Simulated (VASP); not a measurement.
# Tl (Im-3m) in VASP: notebook

The runs below take Tl through single point, with LDA.

Everything below comes from runs of VASP 6.6.1. Logs are shortened: lines on timing, memory, paths and dates and some standing lists are left out, and cuts for length are marked.

## (1) The cell of the first run

The structure is cubic, space group Im-3m (No. 229). Conventional cell: a = 3.792 Å, b = 3.792 Å, c = 3.792 Å, α = 90.00°, β = 90.00°, γ = 90.00°. Within 4.3 Å of Tl (site symmetry m-3m) lie 14 Tl at 3.28 to 3.79 Å.

This isn't the form of Tl at room conditions, which is hcp.

## (2) Single point, LDA

POSCAR reads:

```
Tl
1.0
   -1.8961139409      1.8961139409      1.8961139409
    1.8961139409     -1.8961139409      1.8961139409
    1.8961139409      1.8961139409     -1.8961139409
Tl
1
Direct
    0.0000000000      0.0000000000      0.0000000000
```

INCAR.step1 reads:

```
SYSTEM = Tl
PREC = Accurate ; ENCUT = 520
EDIFF = 1E-6 ; ISMEAR = -1
SIGMA = 0.1 ; LREAL = .False.
LASPH = .True. ; NELM = 60
ALGO = Normal ; ISIF = 2
LWAVE = .False. ; LCHARG = .True.
NBANDS = 12
```

KPOINTS.step1 reads:

```
Automatic mesh
0
Gamma
  14 14 14
  0 0 0
```

INCAR.step2 reads:

```
SYSTEM = Tl
PREC = Accurate ; ENCUT = 520
EDIFF = 1E-6 ; ISMEAR = -5
SIGMA = 0.1 ; LREAL = .False.
LASPH = .True. ; NELM = 60
ALGO = Normal ; ISIF = 2
LWAVE = .False. ; LCHARG = .False.
LORBIT = 11 ; NBANDS = 12
NEDOS = 2001 ; ICHARG = 11
```

KPOINTS.step2 reads:

```
Automatic mesh
0
Gamma
  21 21 21
  0 0 0
```

Potentials or basis: VASP PAW LDA potentials, release 64 (Tl_d).

Launch:

```console
$ cat potpaw_LDA.64/Tl_d/POTCAR > POTCAR
$ cp INCAR.step1 INCAR
$ cp KPOINTS.step1 KPOINTS
$ mpirun -np 1 vasp_std > vasp.out
$ cp INCAR.step2 INCAR
$ cp KPOINTS.step2 KPOINTS
$ mpirun -np 1 vasp_std > vasp.out
```

OUTCAR:

```text
SYSTEM = Tl
   PREC = Accurate
   ENCUT = 520
   EDIFF = 1E-6
   ISMEAR = -5
   LREAL = .False.
   LASPH = .True.
   NELM = 60
   ISIF = 2
   LORBIT = 11
   ICHARG = 11

 ion  position               nearest neighbor table
   1  0.000  0.000  0.000-

  LATTYP: Found a body centered cubic cell.
 ALAT       =     3.7922278818

  Lattice vectors:

 A1 = (  -1.8961139409,   1.8961139409,   1.8961139409)
 A2 = (   1.8961139409,  -1.8961139409,   1.8961139409)
 A3 = (   1.8961139409,   1.8961139409,  -1.8961139409)

Analysis of symmetry for initial positions (statically):
=====================================================================
 Subroutine PRICEL returns:
 Original cell was already a primitive cell.

 Routine SETGRP: Setting up the symmetry group for a
 body centered cubic supercell.

 Subroutine GETGRP returns: Found 48 space group operations
 (whereof 48 operations were pure point group operations)
 out of a pool of 48 trial point group operations.

The static configuration has the point symmetry O_h .

Analysis of symmetry for dynamics (positions and initial velocities):
=====================================================================
 Subroutine PRICEL returns:
 Original cell was already a primitive cell.

 Routine SETGRP: Setting up the symmetry group for a
 body centered cubic supercell.

 Subroutine GETGRP returns: Found 48 space group operations
 (whereof 48 operations were pure point group operations)
 out of a pool of 48 trial point group operations.

The dynamic configuration has the point symmetry O_h .

 Subroutine INISYM returns: Found 48 space group operations
 (whereof 48 operations are pure point group operations),
 and found     1 'primitive' translations

----------------------------------------------------------------------------------------

                                     Primitive cell

  volume of cell :      27.2680

  direct lattice vectors                    reciprocal lattice vectors
    -1.896113941  1.896113941  1.896113941     0.000000000  0.263697233  0.263697233
     1.896113941 -1.896113941  1.896113941     0.263697233  0.000000000  0.263697233
     1.896113941  1.896113941 -1.896113941     0.263697233  0.263697233  0.000000000

  length of vectors
     3.284165683  3.284165683  3.284165683     0.372924204  0.372924204  0.372924204

  position of ions in fractional coordinates (direct lattice)
     0.000000000  0.000000000  0.000000000

  ion indices of the primitive-cell ions
   primitive index   ion index
[... 81 lines left out ...]
   ISIF   =      2    stress and relaxation
   ISYM   =      2    0-nonsym 1-usesym 2-fastsym
   POTIM  = 0.5000    time-step for ionic-motion
   TEBEG  =    0.0;   TEEND  =   0.0 temperature during run
   PSTRESS=    0.0 pullay stress
   NELECT =      13.0000    total number of electrons
   NUPDOWN=      -1.0000    fix difference up-down
   EMIN   =  10.00;   EMAX   =-10.00  energy-range for DOS
   EFERMI =   0.00;   METHOD = LEGACY
   ISMEAR =    -5;   SIGMA  =   0.10  broadening in eV -4-tet -1-fermi 0-gaus
   EFERMI_NEDOS =   21; number of points for ismear=-14 and -15
   IALGO  =     38    algorithm
   IMIX   =      4    mixing-type and parameters
     AMIX     =   0.40;   BMIX     =  1.00
     AMIX_MAG =   1.60;   BMIX_MAG =  1.00
  volume/ion in A,a.u.               =      27.27       184.01
  Fermi-wavevector in a.u.,A,eV,Ry     =   1.278905  2.416779 22.253652  1.635597
  Thomas-Fermi vector in A             =   2.411421
   LORBIT       =     11    0 simple, 1 ext, 2 COOP (PROOUT), +10 PAW based schemes
   GGA     = CA    functional components
   LHFCALC =     F    Hartree Fock is set to
   AEXX    =    0.0000 exact exchange contribution
   IVDW    =     0    specifies the selected vdW correction
   LEPSILON=     F    determine dielectric tensor
   LRPA    =     F    only Hartree local field effects (RPA)
 non-spin polarized calculation
 Fermi weights with tetrahedron method with Bloechl corrections
  energy-cutoff  :      520.00
  volume of cell :       27.27
 maximum number of plane-waves:       746

 number of electron      12.9999998 magnetization

 Free energy of the ion-electron system (eV)
  ---------------------------------------------------
  ext. energy  EPLUGINS =         0.00000000
  ---------------------------------------------------
  free energy    TOTEN  =        -2.93083745 eV

  energy without entropy =       -2.93083745  energy(sigma->0) =       -2.93083745

 E-fermi :   6.8134     XC(G=0): -10.7439

 val. band max:        6.8471345773   @ k =  -0.2857   0.4762   0.0952
 cond. band min:       6.5796006973   @ k =  -0.3810  -0.3810   0.1429
 fundamental gap:     -0.2675338800
 Fermi energy:         6.8134176587

 k-point     1 :       0.0000    0.0000    0.0000
  band No.  band energies     occupation
      1      -4.8957      2.00000
      2      -4.8957      2.00000
      3      -4.8957      2.00000
      4      -4.4046      2.00000
      5      -4.4046      2.00000
      6      -3.5914      2.00000
      7      18.0948      0.00000
      8      18.0948      0.00000
      9      18.0948      0.00000
     10      19.2701      0.00000
     11      19.2701      0.00000
     12      19.2701      0.00000
[... 331 lines left out ...]
 k-point    24 :       0.1905    0.0952    0.0000
  band No.  band energies     occupation
      1      -4.9834      2.00000
      2      -4.8982      2.00000
      3      -4.5473      2.00000
      4      -4.4851      2.00000
      5      -4.4057      2.00000
      6      -2.0089      2.00000
      7      10.8670      0.00000
      8      13.6880      0.00000
      9      15.3331      0.00000
     10      18.6640      0.00000
     11      19.9349      0.00000
     12      20.1456      0.00000

 [... further k-points ...]
[... 5 lines left out ...]
  --------------------------------------------------------------------------------------
  -------------------------------------------------------------------------------------
  Total        0.0144571      0.0144571      0.0144571      0.0000000      0.0000000      0.0000000
  in kB        0.8494538      0.8494538      0.8494538      0.0000000      0.0000000      0.0000000
  external PRESSURE =       0.8494538 kB  Pullay stress =       0.0000000 kB

 VOLUME and BASIS-vectors are now :
 -----------------------------------------------------------------------------
  energy-cutoff  :      520.00
  volume of cell :       27.27
      direct lattice vectors                 reciprocal lattice vectors
    -1.896113941  1.896113941  1.896113941     0.000000000  0.263697233  0.263697233
     1.896113941 -1.896113941  1.896113941     0.263697233  0.000000000  0.263697233
     1.896113941  1.896113941 -1.896113941     0.263697233  0.263697233  0.000000000

 POSITION                                       TOTAL-FORCE (eV/Angst)
 -----------------------------------------------------------------------------------
      0.00000      0.00000      0.00000         0.000000      0.000000     -0.000000
 -----------------------------------------------------------------------------------
    total drift:                               -0.000000      0.000000     -0.000000

  FREE ENERGIE OF THE ION-ELECTRON SYSTEM (eV)
  ---------------------------------------------------
  free  energy   TOTEN  =        -2.9308374484 eV

  energy  without entropy=       -2.9308374484  energy(sigma->0) =       -2.93083745

 total charge

# of ion       s       p       d       tot
------------------------------------------
    1        1.183   0.420   9.634  11.237
```

It took 27 s on 1 thread of Intel Xeon Platinum 8488C (Sapphire Rapids), shared host; peak memory 0.22 GiB.

Results:

```yaml
Valence_electrons_inside_the_program's_atomic_spheres: Tl 11.24
```

Levels at points of the mesh, in eV from the Fermi level:
| k point | band 3 | band 4 | band 5 | band 6 | band 7 | band 8 | band 9 | band 10 |
| --- | --- | --- | --- | --- | --- | --- | --- | --- |
| (0.00, 0.00, 0.00) | -11.71 | -11.22 | -11.22 | -10.40 | 11.28 | 11.28 | 11.28 | 12.46 |

Caveat: spin-orbit coupling is left out, which moves the levels of the heavy elements.

## (3) Single point, LDA (27.27 Å³/atom)

POSCAR is that of step 2.

INCAR.step1 reads:

```
PREC = Accurate ; ENCUT = 520
EDIFF = 1E-6 ; ISMEAR = -1
SIGMA = 0.1 ; LREAL = F
LASPH = T ; NELM = 80
ALGO = Normal ; ISIF = 2
LWAVE = F ; LCHARG = T
NBANDS = 12
```

KPOINTS.step1 reads:

```
regular mesh
0
Gamma
  14 14 14
```

INCAR.step2 reads:

```
PREC = Accurate ; ENCUT = 520
EDIFF = 1E-6 ; ISMEAR = -5
SIGMA = 0.1 ; LREAL = F
LASPH = T ; NELM = 80
ALGO = Normal ; ISIF = 2
LWAVE = F ; LCHARG = F
LORBIT = 10 ; NBANDS = 12
NEDOS = 2001 ; ICHARG = 11
```

KPOINTS.step2 reads:

```
regular mesh
0
Gamma
  21 21 21
```

Potentials or basis: VASP PAW LDA potentials, release 64 (Tl_d).

Launch:

```console
$ cat potpaw_LDA.64/Tl_d/POTCAR > POTCAR
$ cp INCAR.step1 INCAR
$ cp KPOINTS.step1 KPOINTS
$ mpirun -np 1 vasp_std > vasp.out
$ cp INCAR.step2 INCAR
$ cp KPOINTS.step2 KPOINTS
$ mpirun -np 1 vasp_std > vasp.out
```

OUTCAR:

```text
PREC = Accurate
   ENCUT = 520
   EDIFF = 1E-6
   ISMEAR = -5
   LREAL = F
   LASPH = T
   NELM = 80
   ISIF = 2
   LORBIT = 10
   ICHARG = 11

 ion  position               nearest neighbor table
   1  0.000  0.000  0.000-

  LATTYP: Found a body centered cubic cell.
 ALAT       =     3.7922278818

  Lattice vectors:

 A1 = (  -1.8961139409,   1.8961139409,   1.8961139409)
 A2 = (   1.8961139409,  -1.8961139409,   1.8961139409)
 A3 = (   1.8961139409,   1.8961139409,  -1.8961139409)

Analysis of symmetry for initial positions (statically):
=====================================================================
 Subroutine PRICEL returns:
 Original cell was already a primitive cell.

 Routine SETGRP: Setting up the symmetry group for a
 body centered cubic supercell.

 Subroutine GETGRP returns: Found 48 space group operations
 (whereof 48 operations were pure point group operations)
 out of a pool of 48 trial point group operations.

The static configuration has the point symmetry O_h .

Analysis of symmetry for dynamics (positions and initial velocities):
[... 163 lines left out ...]
 Fermi energy:         6.8134176587

 k-point     1 :       0.0000    0.0000    0.0000
  band No.  band energies     occupation
      1      -4.8957      2.00000
      2      -4.8957      2.00000
      3      -4.8957      2.00000
      4      -4.4046      2.00000
      5      -4.4046      2.00000
      6      -3.5914      2.00000
      7      18.0948      0.00000
      8      18.0948      0.00000
      9      18.0948      0.00000
     10      19.2701      0.00000
     11      19.2701      0.00000
     12      19.2701      0.00000
[... 331 lines left out ...]
 k-point    24 :       0.1905    0.0952    0.0000
  band No.  band energies     occupation
      1      -4.9834      2.00000
      2      -4.8982      2.00000
      3      -4.5473      2.00000
      4      -4.4851      2.00000
      5      -4.4057      2.00000
      6      -2.0089      2.00000
      7      10.8670      0.00000
      8      13.6880      0.00000
      9      15.3331      0.00000
     10      18.6640      0.00000
     11      19.9349      0.00000
     12      20.1456      0.00000

 [... further k-points ...]
[... 5 lines left out ...]
  --------------------------------------------------------------------------------------
  -------------------------------------------------------------------------------------
  Total        0.0144571      0.0144571      0.0144571      0.0000000      0.0000000      0.0000000
  in kB        0.8494538      0.8494538      0.8494538      0.0000000      0.0000000      0.0000000
  external PRESSURE =       0.8494538 kB  Pullay stress =       0.0000000 kB

 VOLUME and BASIS-vectors are now :
 -----------------------------------------------------------------------------
  energy-cutoff  :      520.00
  volume of cell :       27.27
      direct lattice vectors                 reciprocal lattice vectors
    -1.896113941  1.896113941  1.896113941     0.000000000  0.263697233  0.263697233
     1.896113941 -1.896113941  1.896113941     0.263697233  0.000000000  0.263697233
     1.896113941  1.896113941 -1.896113941     0.263697233  0.263697233  0.000000000

 POSITION                                       TOTAL-FORCE (eV/Angst)
 -----------------------------------------------------------------------------------
      0.00000      0.00000      0.00000         0.000000      0.000000     -0.000000
 -----------------------------------------------------------------------------------
    total drift:                               -0.000000      0.000000     -0.000000

  FREE ENERGIE OF THE ION-ELECTRON SYSTEM (eV)
  ---------------------------------------------------
  free  energy   TOTEN  =        -2.9308374484 eV

  energy  without entropy=       -2.9308374484  energy(sigma->0) =       -2.93083745

 total charge

# of ion       s       p       d       tot
------------------------------------------
    1        1.183   0.420   9.634  11.237
```

OUTCAR.step1:

```text
PREC = Accurate
   ENCUT = 520
   EDIFF = 1E-6
   ISMEAR = -1
   LREAL = F
[... 574 lines left out ...]

 POSITION                                       TOTAL-FORCE (eV/Angst)
 -----------------------------------------------------------------------------------
      0.00000      0.00000      0.00000         0.000000      0.000000      0.000000
 -----------------------------------------------------------------------------------
    total drift:                                0.000000      0.000000     -0.000000

  FREE ENERGIE OF THE ION-ELECTRON SYSTEM (eV)
  ---------------------------------------------------
  free  energy   TOTEN  =        -2.9393760130 eV

  energy  without entropy=       -2.9264648767  energy(sigma->0) =       -2.93292044
```

OSZICAR.step1:

```text
N       E                     dE             d eps       ncg     rms          rms(c)
DAV:   1     0.521654431670E+02    0.52165E+02   -0.68041E+03  2656   0.951E+02
DAV:   2    -0.233544563523E+01   -0.54501E+02   -0.53469E+02  2832   0.218E+02
DAV:   3    -0.297385292058E+01   -0.63841E+00   -0.63773E+00  2968   0.215E+01
DAV:   4    -0.297657148493E+01   -0.27186E-02   -0.27185E-02  2828   0.162E+00
DAV:   5    -0.297660191622E+01   -0.30431E-04   -0.30432E-04  2916   0.165E-01    0.259E+00
DAV:   6    -0.294578113508E+01    0.30821E-01   -0.47562E-02  2688   0.209E+00    0.180E+00
DAV:   7    -0.293989007880E+01    0.58911E-02   -0.14933E-02  2748   0.114E+00    0.710E-01
DAV:   8    -0.293937522307E+01    0.51486E-03   -0.68459E-04  2812   0.266E-01    0.343E-02
DAV:   9    -0.293937633487E+01   -0.11118E-05   -0.35357E-06  2860   0.214E-02    0.590E-03
DAV:  10    -0.293937601305E+01    0.32182E-06   -0.36885E-07  1692   0.669E-03
   1 F= -.29393760E+01 E0= -.29329204E+01  d E =-.129111E-01
```

Wall time 30 s (1 thread of Intel Xeon Platinum 8488C (Sapphire Rapids), shared host); peak memory 0.21 GiB.

What came out:

```
Valence electrons inside the program's atomic spheres : Tl 11.24
```

Caveat: spin-orbit coupling is left out, which moves the levels of the heavy elements.
